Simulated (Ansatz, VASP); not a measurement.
**Two plane-wave programs on NaH**

The input POSCAR:

```
NaH
1.0
    3.9533072863      0.0000000000      0.0000000000
   -1.9766536431      3.4236645389      0.0000000000
    0.0000000000      0.0000000000      4.8283237758
Na H
2 2
Direct
    0.3333333333      0.6666666667      0.2500000000
    0.6666666667      0.3333333333      0.7500000000
    0.6666666667      0.3333333333      0.2500000000
    0.3333333333      0.6666666667      0.7500000000
```

INCAR.step1

```
PREC = Accurate
ENCUT = 520
EDIFF = 1E-5
ISMEAR = 0
SIGMA = 0.01
LREAL = False
LASPH = True
NELM = 80
ALGO = Normal
ISIF = 2
LWAVE = True
LCHARG = False
NBANDS = 16
GGA = PE
```

File INCAR.step2:

```
PREC = Accurate
ENCUT = 520
EDIFF = 1E-6
ISMEAR = 0
SIGMA = 0.01
LREAL = False
LASPH = True
NELM = 80
ALGO = Normal
ISIF = 2
LWAVE = False
LCHARG = False
GGA = PE
LHFCALC = True
AEXX = 0.2
HFSCREEN = 0.5
PRECFOCK = Normal
NBANDS = 16
ISTART = 1
```

KPOINTS

```
Automatic mesh
0
Gamma
  6 6 2
```

Input for Ansatz:

```yaml
crystal:
  lattice:
    - [3.9533072863, 0.0, 0.0]
    - [-1.9766536431, 3.4236645389, 0.0]
    - [0.0, 0.0, 4.8283237758]
  atoms:
    - { symbol: Na, position: [0.3333333333, 0.6666666667, 0.25] }
    - { symbol: Na, position: [0.6666666667, 0.3333333333, 0.75] }
    - { symbol: H, position: [0.6666666667, 0.3333333333, 0.25] }
    - { symbol: H, position: [0.3333333333, 0.6666666667, 0.75] }
kpoints:
  mp_grid: { grid: [6, 6, 2] }
hamiltonian:
  xc: { exchange: pbe, correlation: pbe, exx: { coeff: 0.2, omega: 0.5 } }
scf:
  occupations: { method: fixed }
  n_extra_bands: 5
output:
  forces: true
  stress: true
  eigenvalues: true
```

Alike in both runs: task single point; functional PBE-based screened hybrid; k mesh 6 × 6 × 2; no spin polarisation.

|  | VASP | Ansatz |
| --- | --- | --- |
| version | VASP 6.6.1 | Ansatz 0.2.0 |
| potentials or method | VASP PAW PBE potentials, release 64 (Na_pv, H) | plane waves |
| plane-wave cutoff (eV) | 520 | 420 |
| occupations | gaussian, width 0.01 eV | fixed |
| valence electrons in the cell | 16 | 20 |

```csv
,VASP,Ansatz,Ansatz less VASP
gap on the k mesh at the Fermi level (eV),3.67,3.67,+0.003
pressure (GPa),0.2,0.2,+0.01
"traceless stress, the component that is largest in VASP (GPa)",-0.06,-0.06,0.000
```

VASP's potentials were made for PBE, not for PBE-based screened hybrid. VASP's potentials hold 16 valence electrons a cell and Ansatz's 20, so a difference there can come from the potentials and not from the codes. Ansatz's warnings: stress exchange threshold loose, stress scf threshold loose.

The k mesh is coarse, so the values compare programs but aren't converged.
